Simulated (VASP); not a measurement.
# Cd2S (P3m1) in VASP: notebook

Cd2S is run at these levels: PBE; tasks: single point.

Everything below comes from runs of VASP 6.6.1. Logs are shortened: lines on timing, memory, paths and dates and some standing lists are left out, and cuts for length are marked.

### Step 1. The cell of the first run

It takes space group P3m1 (No. 156, trigonal). Conventional cell: a = 4.175 Å, b = 4.175 Å, c = 10.709 Å, α = 90.00°, β = 90.00°, γ = 120.00°. Cd (site symmetry 3m) has 4 S at 2.57 to 2.59 Å within 3.4 Å. Within 3.8 Å of Cd (site symmetry 3m) lie 6 Cd at 2.89 to 3.14 Å and 1 S at 3.05 Å. Within 3.5 Å of Cd (site symmetry 3m) lie 3 S at 2.62 Å and 3 Cd at 3.14 Å. Cd (site symmetry 3m) has 1 S at 2.59 Å and 3 Cd at 2.89 Å within 3.4 Å. S (site symmetry 3m) has 4 Cd at 2.57 to 2.59 Å within 3.4 Å. Within 3.4 Å of S (site symmetry 3m) lie 5 Cd at 2.59 to 3.05 Å.

### Step 2. Single point, PBE

Input file INCAR:

```
  PREC = Accurate
  ENCUT = 520
  EDIFF = 1E-6
  ISMEAR = 0
  SIGMA = 0.1
  LREAL = F
  LASPH = T
  NELM = 100
  ALGO = Normal
  ISIF = 2
  LWAVE = F
  LCHARG = F
  GGA = PE
  NBANDS = 39
```

Input file KPOINTS:

```
Automatic mesh
0
Gamma
  12 12 4
```

Input file POSCAR:

```
Cd2S
1.0
    4.1754357004      0.0000000000      0.0000000000
   -2.0877178502      3.6160333884      0.0000000000
    0.0000000000      0.0000000000     10.7091762266
Cd S
4 2
Direct
    0.3333333333      0.6666666667      0.3317086370
    0.3333333333      0.6666666667      0.8585158637
    0.6666666667      0.3333333333      0.6701711297
    0.0000000000      0.0000000000      0.0077845426
    0.0000000000      0.0000000000      0.2492258838
    0.3333333333      0.6666666667      0.5735939433
```

Potentials or basis: VASP PAW PBE potentials, release 64 (Cd, S).

Started as:

```sh
> cat potpaw_PBE.64/Cd/POTCAR potpaw_PBE.64/S/POTCAR > POTCAR
> mpirun -np 1 vasp_std > vasp.out
```

OUTCAR:

```text
PREC = Accurate
   ENCUT = 520
   EDIFF = 1E-6
   ISMEAR = 0
   LREAL = F
   LASPH = T
   NELM = 100
   ISIF = 2
   GGA = PE

 ion  position               nearest neighbor table
   1  0.333  0.667  0.332-   5 2.57   5 2.57   5 2.57   6 2.59
   2  0.333  0.667  0.859-   4 2.89   4 2.89   4 2.89   6 3.05   3 3.14   3 3.14   3 3.14
   3  0.667  0.333  0.670-   6 2.62   6 2.62   6 2.62   2 3.14   2 3.14   2 3.14
   4  0.000  0.000  0.008-   5 2.59   2 2.89   2 2.89   2 2.89
   5  0.000  0.000  0.249-   1 2.57   1 2.57   1 2.57   4 2.59
   6  0.333  0.667  0.574-   1 2.59   3 2.62   3 2.62   3 2.62   2 3.05

  LATTYP: Found a hexagonal cell.
 ALAT       =     4.1754357004
 C/A-ratio  =     2.5648044887

  Lattice vectors:

 A1 = (   4.1754357004,   0.0000000000,   0.0000000000)
 A2 = (  -2.0877178502,   3.6160333884,   0.0000000000)
 A3 = (   0.0000000000,   0.0000000000,  10.7091762266)

Analysis of symmetry for initial positions (statically):
=====================================================================
 Subroutine PRICEL returns:
 Original cell was already a primitive cell.

 Routine SETGRP: Setting up the symmetry group for a
 hexagonal supercell.

 Subroutine GETGRP returns: Found  6 space group operations
 (whereof  6 operations were pure point group operations)
 out of a pool of 24 trial point group operations.

The static configuration has the point symmetry C_3v.

Analysis of symmetry for dynamics (positions and initial velocities):
=====================================================================
 Subroutine PRICEL returns:
 Original cell was already a primitive cell.

 Routine SETGRP: Setting up the symmetry group for a
 hexagonal supercell.

 Subroutine GETGRP returns: Found  6 space group operations
 (whereof  6 operations were pure point group operations)
 out of a pool of 24 trial point group operations.

The dynamic configuration has the point symmetry C_3v.

 Subroutine INISYM returns: Found  6 space group operations
 (whereof  6 operations are pure point group operations),
 and found     1 'primitive' translations

----------------------------------------------------------------------------------------

                                     Primitive cell

  volume of cell :     161.6927

  direct lattice vectors                    reciprocal lattice vectors
     4.175435700  0.000000000  0.000000000     0.239495964  0.138273060  0.000000000
    -2.087717850  3.616033388  0.000000000     0.000000000  0.276546119  0.000000000
     0.000000000  0.000000000 10.709176227     0.000000000  0.000000000  0.093377864

  length of vectors
     4.175435700  4.175435700 10.709176227     0.276546119  0.276546119  0.093377864

  position of ions in fractional coordinates (direct lattice)
     0.333333333  0.666666667  0.331708637
     0.333333333  0.666666667  0.858515864
     0.666666667  0.333333333  0.670171130
     0.000000000  0.000000000  0.007784543
     0.000000000  0.000000000  0.249225884
     0.333333333  0.666666667  0.573593943

  ion indices of the primitive-cell ions
   primitive index   ion index
                 1           1
                 2           2
                 3           3
                 4           4
                 5           5
                 6           6

----------------------------------------------------------------------------------------

 KPOINTS: Automatic mesh

Automatic generation of k-mesh.
 Grid dimensions read from file:
 generate k-points for:   12   12    4

 Generating k-lattice:

  Cartesian coordinates                     Fractional coordinates (reciprocal lattice)
     0.019957997  0.011522755  0.000000000     0.083333333  0.000000000  0.000000000
     0.000000000  0.023045510  0.000000000     0.000000000  0.083333333  0.000000000
     0.000000000  0.000000000  0.023344466     0.000000000  0.000000000  0.250000000

  Length of vectors
     0.023045510  0.023045510  0.023344466

  Shift w.r.t. Gamma in fractional coordinates (k-lattice)
     0.000000000  0.000000000  0.000000000

 Subroutine IBZKPT returns following result:
 ===========================================

 Found     69 irreducible k-points:

 Following reciprocal coordinates:
            Coordinates               Weight
  0.000000  0.000000  0.000000      1.000000
  0.083333  0.000000  0.000000      6.000000
  0.166667  0.000000  0.000000      6.000000
  0.250000  0.000000  0.000000      6.000000
  0.333333  0.000000  0.000000      6.000000
  0.416667  0.000000  0.000000      6.000000
[... 16 lines left out ...]
  0.166667  0.000000  0.250000      6.000000
  0.000000  0.166667  0.250000      6.000000
 [... further k-points ...]
   k-points           NKPTS =     69   k-points in BZ     NKDIM =     69   number of bands    NBANDS=     39
   number of dos      NEDOS =    301   number of ions     NIONS =      6
   total plane-waves  NPLWV =  81920
   dimension x,y,z NGX =    32 NGY =   32 NGZ =   80
   dimension x,y,z NGXF=    64 NGYF=   64 NGZF=  160
   ions per type =               4   2
   NGX,Y,Z   is equivalent  to a cutoff of  12.74, 12.74, 12.42 a.u.
   NGXF,Y,Z  is equivalent  to a cutoff of  25.48, 25.48, 24.84 a.u.
 SYSTEM =  unknown system
   PREC   = accura    normal or accurate (medium, high low for compatibility)
   ISTART =      0    job   : 0-new  1-cont  2-samecut
   ICHARG =      2    charge: 1-file 2-atom 10-const
   ISPIN  =      1    spin polarized calculation?
   LNONCOLLINEAR =      F non collinear calculations
   LSORBIT =      F    spin-orbit coupling
   LASPH  =      T    aspherical Exc in radial PAW
   ENCUT  =  520.0 eV  38.22 Ry    6.18 a.u.   7.76  7.76 19.91*2*pi/ulx,y,z
   NELM   =    100;   NELMIN=  2; NELMDL= -5     # of ELM steps
   EDIFF  = 0.1E-05   stopping-criterion for ELM
   LREAL  =      F    real-space projection
   EDIFFG = 0.1E-04   stopping-criterion for IOM
   NSW    =      0    number of steps for IOM
   IBRION =     -1    ionic relax: 0-MD 1-quasi-New 2-CG
   NFREE  =      0    steps in history (QN), initial steepest desc. (CG)
   ISIF   =      2    stress and relaxation
   ISYM   =      2    0-nonsym 1-usesym 2-fastsym
   POTIM  = 0.5000    time-step for ionic-motion
   TEBEG  =    0.0;   TEEND  =   0.0 temperature during run
   PSTRESS=    0.0 pullay stress
   NELECT =      60.0000    total number of electrons
   NUPDOWN=      -1.0000    fix difference up-down
   EMIN   =  10.00;   EMAX   =-10.00  energy-range for DOS
   EFERMI =   0.00;   METHOD = LEGACY
   ISMEAR =     0;   SIGMA  =   0.10  broadening in eV -4-tet -1-fermi 0-gaus
   EFERMI_NEDOS =   21; number of points for ismear=-14 and -15
   IALGO  =     38    algorithm
   IMIX   =      4    mixing-type and parameters
     AMIX     =   0.40;   BMIX     =  1.00
     AMIX_MAG =   1.60;   BMIX_MAG =  1.00
  volume/ion in A,a.u.               =      26.95       181.86
  Fermi-wavevector in a.u.,A,eV,Ry     =   1.176418  2.223108 18.829923  1.383960
  Thomas-Fermi vector in A             =   2.312783
   LORBIT       =      0    0 simple, 1 ext, 2 COOP (PROOUT), +10 PAW based schemes
   GGA     = PE    functional components
   LHFCALC =     F    Hartree Fock is set to
   AEXX    =    0.0000 exact exchange contribution
   IVDW    =     0    specifies the selected vdW correction
   LEPSILON=     F    determine dielectric tensor
   LRPA    =     F    only Hartree local field effects (RPA)
 non-spin polarized calculation
 Gauss-broadening in eV      SIGMA  =   0.10
  energy-cutoff  :      520.00
  volume of cell :      161.69
 maximum number of plane-waves:      4401
 NGX is ok and might be reduce to    32
   NGX = 15   NGY = 15   NGZ = 39

 number of electron      60.0000001 magnetization

 Free energy of the ion-electron system (eV)
  ---------------------------------------------------
  ext. energy  EPLUGINS =         0.00000000
  ---------------------------------------------------
  free energy    TOTEN  =       -12.82302995 eV

  energy without entropy =      -12.81313852  energy(sigma->0) =      -12.81808424

 E-fermi :   1.8961     XC(G=0):  -9.1250

 val. band max:        1.8848976419   @ k =   0.0833   0.0000   0.0000
 cond. band min:       1.9170725317   @ k =   0.1667   0.1667   0.2500
 fundamental gap:      0.0321748897
 Fermi energy:         1.8960911698

 k-point     1 :       0.0000    0.0000    0.0000
  band No.  band energies     occupation
      1     -11.4973      2.00000
      2     -11.3156      2.00000
      3      -7.3607      2.00000
      4      -7.3607      2.00000
      5      -7.2059      2.00000
      6      -7.1444      2.00000
[... 31 lines left out ...]
     38       7.4568      0.00000
     39       7.6011      0.00000

 k-point     2 :       0.0833    0.0000    0.0000
  band No.  band energies     occupation
      1     -11.4774      2.00000
      2     -11.3017      2.00000
      3      -7.3555      2.00000
      4      -7.3504      2.00000
      5      -7.1961      2.00000
      6      -7.1396      2.00000
[... 31 lines left out ...]
     38       7.3713      0.00000
     39       7.5584      0.00000

 k-point     3 :       0.1667    0.0000    0.0000
  band No.  band energies     occupation
      1     -11.4225      2.00000
      2     -11.2641      2.00000
      3      -7.3413      2.00000
      4      -7.3187      2.00000
      5      -7.1789      2.00000
      6      -7.1159      2.00000
[... 31 lines left out ...]
     38       7.2177      0.00000
     39       7.8052      0.00000

 k-point     4 :       0.2500    0.0000    0.0000
  band No.  band energies     occupation
      1     -11.3459      2.00000
      2     -11.2140      2.00000
      3      -7.3221      2.00000
      4      -7.2657      2.00000
      5      -7.1731      2.00000
      6      -7.0636      2.00000
[... 31 lines left out ...]
     38       7.3683      0.00000
     39       8.0176      0.00000
[... 754 lines left out ...]
     38       7.3877      0.00000
     39       7.4445      0.00000

 k-point    23 :       0.1667    0.0000    0.2500
  band No.  band energies     occupation
      1     -11.4205      2.00000
      2     -11.2662      2.00000
      3      -7.3411      2.00000
      4      -7.3192      2.00000
      5      -7.1697      2.00000
      6      -7.1062      2.00000
[... 31 lines left out ...]
     38       7.2488      0.00000
     39       7.8188      0.00000

 k-point    24 :       0.0000    0.1667    0.2500
  band No.  band energies     occupation
      1     -11.4206      2.00000
      2     -11.2661      2.00000
      3      -7.3412      2.00000
      4      -7.3191      2.00000
      5      -7.1595      2.00000
      6      -7.1136      2.00000
[... 31 lines left out ...]
     38       7.4025      0.00000
     39       7.5650      0.00000

 [... further k-points ...]
[... 5 lines left out ...]
  --------------------------------------------------------------------------------------
  -------------------------------------------------------------------------------------
  Total        0.2355461      0.2355461      0.2591972      0.0000000      0.0000000      0.0000000
  in kB        2.3339749      2.3339749      2.5683289      0.0000000      0.0000000      0.0000000
  external PRESSURE =       2.4120929 kB  Pullay stress =       0.0000000 kB

 VOLUME and BASIS-vectors are now :
 -----------------------------------------------------------------------------
  energy-cutoff  :      520.00
  volume of cell :      161.69
      direct lattice vectors                 reciprocal lattice vectors
     4.175435700  0.000000000  0.000000000     0.239495964  0.138273060  0.000000000
    -2.087717850  3.616033388  0.000000000     0.000000000  0.276546119  0.000000000
     0.000000000  0.000000000 10.709176227     0.000000000  0.000000000  0.093377864

 POSITION                                       TOTAL-FORCE (eV/Angst)
 -----------------------------------------------------------------------------------
     -0.00000      2.41069      3.55233        -0.000000      0.000000      0.003906
     -0.00000      2.41069      9.19400        -0.000000     -0.000000     -0.004538
      2.08772      1.20534      7.17698         0.000000     -0.000000      0.017615
      0.00000      0.00000      0.08337         0.000000     -0.000000     -0.008350
      0.00000      0.00000      2.66900         0.000000     -0.000000      0.001411
     -0.00000      2.41069      6.14272         0.000000     -0.000000     -0.010044
 -----------------------------------------------------------------------------------
    total drift:                                0.000001     -0.000001      0.000564

  FREE ENERGIE OF THE ION-ELECTRON SYSTEM (eV)
  ---------------------------------------------------
  free  energy   TOTEN  =       -12.8230299530 eV

  energy  without entropy=      -12.8131385210  energy(sigma->0) =      -12.81808424
```

Wall time 9.8 min (1 thread of Intel Xeon 8259CL, shared host); peak memory 0.48 GiB.

Results:

| Quantity | Value |
| --- | --- |
| Free energy | -12.8230 eV |
| Pressure | 0.2 GPa |
| Largest force | 0.018 eV/Å |
| Band gap on the k mesh | zero (bands 30 and 31 overlap by 1.06 eV) |

Forces in eV/Å, atoms in the order of the input:
```
Cd   0.000  0.000  0.004
Cd   0.000  0.000 -0.005
Cd   0.000  0.000  0.018
Cd   0.000  0.000 -0.008
S    0.000  0.000  0.001
S    0.000  0.000 -0.010
```

### Step 3. Single point, PBE

Input file INCAR:

```
PREC = Accurate
ENCUT = 520
EDIFF = 1E-6
ISMEAR = 0
SIGMA = 0.1
LREAL = False
LASPH = True
NELM = 80
ALGO = Normal
ISIF = 2
LWAVE = False
LCHARG = True
GGA = PE
LELF = True
LVHAR = True
NBANDS = 39
```

Input file KPOINTS:

```
regular mesh
0
Gamma
  12 12 4
```

Input file POSCAR:

```
Cd2S
1.0
    4.1768720259      0.0000000000      0.0000000000
   -2.0884360130      3.6172772828      0.0000000000
    0.0000000000      0.0000000000     10.7008429136
Cd S
4 2
Direct
    0.0000000000      0.0000000000      0.6684274104
    0.0000000000      0.0000000000      0.1414455666
    0.6666666667      0.3333333333      0.3297252095
    0.3333333333      0.6666666667      0.9923791396
    0.3333333333      0.6666666667      0.7507672019
    0.0000000000      0.0000000000      0.4262554720
```

Potentials or basis: VASP PAW PBE potentials, release 64 (Cd, S).

Started as:

```sh
> cat potpaw_PBE.64/Cd/POTCAR potpaw_PBE.64/S/POTCAR > POTCAR
> mpirun -np 1 vasp_std > vasp.out
```

It took 10 min on 1 thread of Intel Xeon 8259CL, shared host; peak memory 0.48 GiB.

The run converged. Its results:

| Property | Result |
| --- | --- |
| Free energy | -12.8230 eV |
| Pressure | 0.2 GPa |
| Largest force | 0.018 eV/Å |
| Band gap on the k mesh | zero (bands 30 and 31 overlap by 1.07 eV) |

Forces on the atoms (eV/Å):
```
Cd   0.000  0.000 -0.007
Cd   0.000  0.000  0.003
Cd   0.000  0.000 -0.018
Cd   0.000  0.000  0.010
S    0.000  0.000 -0.002
S    0.000  0.000  0.013
```

Levels at points of the mesh, in eV from the Fermi level:
| k point | band 26 | band 27 | band 28 | band 29 | band 30 | band 31 | band 32 | band 33 | band 34 | band 35 |
| --- | --- | --- | --- | --- | --- | --- | --- | --- | --- | --- |
| (0.00, 0.00, 0.00) | -1.94 | -1.94 | -1.61 | -1.61 | -0.10 | 0.64 | 1.81 | 4.57 | 4.90 | 4.90 |
| (0.50, 0.00, 0.00) | -3.54 | -2.85 | -2.34 | -2.21 | -1.75 | 0.58 | 1.47 | 2.60 | 2.77 | 3.35 |
| (0.00, 0.00, 0.50) | -1.93 | -1.93 | -1.62 | -1.62 | -1.48 | 1.27 | 1.93 | 4.49 | 4.97 | 5.01 |
| (0.50, 0.00, 0.50) | -3.69 | -2.82 | -2.38 | -2.26 | -2.10 | 1.11 | 1.56 | 2.77 | 2.86 | 3.05 |

The gap in the log of VASP goes by the Fermi energy; the results here count the filled bands.